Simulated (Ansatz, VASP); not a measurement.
**BN: VASP beside Ansatz**

The input INCAR:

```
ALGO = Normal
EDIFF = 1E-6
EDIFFG = -0.01
ENCUT = 600
GGA = CA
IBRION = 2
ISIF = 3
ISMEAR = 0
LASPH = T
LCHARG = F
LREAL = F
LWAVE = F
NELM = 60
NSW = 100
PREC = Accurate
SIGMA = 0.05
```

File KPOINTS:

```
k-points
0
Gamma
  12 12 4
```

POSCAR

```
BN
1.0
    2.3959750160     -0.0210490019      0.1693218674
   -1.2162164784      2.1969659510      0.0100609409
    0.4420810351      0.2855673082      6.7598446420
B N
2 2
Direct
    0.3056857222      0.6271604204      0.2439122295
    0.6581866359      0.3553389996      0.7534787082
    0.3337849648      0.6729806505      0.7449403346
    0.7023426771      0.3445199295      0.2576687277
```

Input for Ansatz:

```yaml
crystal:
  lattice:
    - [2.395975016, -0.0210490019, 0.1693218674]
    - [-1.2162164784, 2.196965951, 0.0100609409]
    - [0.4420810351, 0.2855673082, 6.759844642]
  atoms:
    - { symbol: B, position: [0.3056857222, 0.6271604204, 0.2439122295] }
    - { symbol: B, position: [0.6581866359, 0.3553389996, 0.7534787082] }
    - { symbol: "N", position: [0.3337849648, 0.6729806505, 0.7449403346] }
    - { symbol: "N", position: [0.7023426771, 0.3445199295, 0.2576687277] }
basis:
  ecutwfc: 420
kpoints:
  mp_grid: { grid: [12, 12, 4] }
hamiltonian:
  xc: lda
scf:
  occupations: { method: gaussian, width: 0.05 }
output:
  forces: true
  stress: true
  eigenvalues: true
relax:
  adjacent_minimum: "off"
  f_tol: 0.01
  max_steps: 80
  cell: { stress_tol: 0.1 }
```

Change from the starting cell: all atoms moved at random, sigma 0.05 Å a component, cell strained at random, sigma 0.06; relaxed back.

Alike in both runs: task relaxation of cell and atoms; functional LDA; k mesh 12 × 12 × 4; occupations gaussian, width 0.05 eV; no spin polarisation.

|  | VASP | Ansatz |
| --- | --- | --- |
| version | VASP 6.6.1 | Ansatz 0.2.0 |
| potentials or method | VASP PAW LDA potentials, release 64 (B, N), cutoff 600 eV | scalar-relativistic, plane waves, PAW |
| valence electrons in the cell | 16 | 16 |

|  | VASP | Ansatz | Ansatz less VASP |
| --- | --- | --- | --- |
| gap on the k mesh at the Fermi level, each at its own relaxed structure (eV) | 3.94 | 3.89 | -0.046 |
| relaxed volume (Å³/atom) | 8.69 | 8.75 | +0.062 |
| relaxed cell length with the largest relative difference (Å) | 6.474 | 6.669 | +0.1946 |

LDA's correlation is that of Perdew and Zunger in VASP and of Perdew and Wang (1992) in Ansatz.
